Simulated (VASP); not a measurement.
The system is ZnS.

```
Zn S
1.0
     3.84535    0.00000    0.00000
    -1.92268    3.33017    0.00000
     0.00000    0.00000    6.31388
Zn S
2 2
Cartesian
  0.0000 2.2201 0.0306
  1.9227 1.1101 3.1875
  0.0000 2.2201 2.4002
  1.9227 1.1101 5.5572
```

* Program: VASP 6.6.1
* Task: relaxation of cell and atoms
* Functional: PBE
* Dispersion: D3(BJ)
* Potentials or basis: VASP PAW PBE potentials, release 64 (Zn, S)
* Cutoff: 600 eV
* k mesh: 12 × 12 × 4
* Occupations: gaussian, width 0.02 eV
* Spin: no spin polarisation

At the start: pressure -2.6 GPa; volume 20.21 Å³/atom.

How do energy, volume and symmetry change on relaxing?

Over 5 steps the energy falls by 6.1 meV/atom and the volume is 19.50 Å³/atom (-3.6 %); space group P6_3mc (No. 186, to 0.1 Å) before and after.

The path:
```csv
step,energy change (eV),largest force (eV/Å),pressure (GPa),volume (Å³)
1,0.0000,0.0361,-2.57,80.85
2,-0.0224,0.0198,0.82,77.12
3,-0.0245,0.0245,0.02,77.92
4,-0.0245,0.0248,-0.03,77.98
5,-0.0246,0.0120,-0.04,77.98
```

Final structure:
```xyz
4
Lattice="3.8009 0.0000 0.0000 -1.9004 3.2917 0.0000 0.0000 0.0000 6.2330" Properties=species:S:1:pos:R:3 pbc="T T T"
Zn    0.0000    2.1944    0.0326
Zn    1.9004    1.0972    3.1491
S     0.0000    2.1944    2.3671
S     1.9004    1.0972    5.4836
```
